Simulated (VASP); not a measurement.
Write the native input for VASP 6.6.1 that does the following.

```yaml
Task: single point
Functional: PBE
Dispersion: D3(BJ)
Potentials_or_basis: VASP PAW PBE potentials, release 64 (C)
Cutoff: 520 eV
k_mesh: 18 × 12 × 10
Occupations: gaussian, width 0.15 eV
Spin: no spin polarisation
Dipole_correction: no
Further_INCAR_settings: ALGO = Normal; EDIFF = 1e-07; NBANDS = 16
```

The structure of C lies in POSCAR:

```
C
1.0
   -2.4646600698      0.0000000000      0.0000000000
    0.0000000000      0.0000000000     -3.5719696368
    0.0000000000     -4.2689164642      0.0000000000
C
4
Direct
    0.5000000000      0.0000000000      0.1666666667
    0.0000000000      0.0000000000      0.6385564891
    0.0000000000      0.0000000000      0.3333333333
    0.5000000000      0.0000000000      0.8614435109
```

This cell differs from its parent crystal: atoms displaced along a vibrational mode.

These files were run (other wordings do the same):

INCAR

```
PREC = Accurate
ENCUT = 520
EDIFF = 1E-7
ISMEAR = 0
SIGMA = 0.15
LREAL = F
LASPH = T
NELM = 60
ALGO = Normal
ISIF = 2
LWAVE = F
LCHARG = F
GGA = PE
IVDW = 12
NBANDS = 16
```

KPOINTS

```
Automatic mesh
0
Gamma
  18 12 10
```

Potentials or basis: VASP PAW PBE potentials, release 64 (C).

The run is started by

```console
$ cat potpaw_PBE.64/C/POTCAR > POTCAR
$ mpirun -np 1 vasp_std > vasp.out
```

Results of the run:

```json
{"Pressure": "10.0 GPa", "Largest force": "11.234 eV/Å", "Band gap on the k mesh": "zero (bands 8 and 9 overlap by 0.67 eV)", "Dispersion energy per atom": "-0.143 eV"}
```

Caveat: the cell differs from its parent crystal (atoms displaced along a vibrational mode); the cell stands under pressure; forces of over 1 eV/Å act on the atoms, so gaps and moduli don't describe the material at rest.

It took 2.7 min on 1 thread of Intel(R) Xeon(R) Platinum 8488C (Sapphire Rapids), on a shared host, peak memory 0.29 GiB.
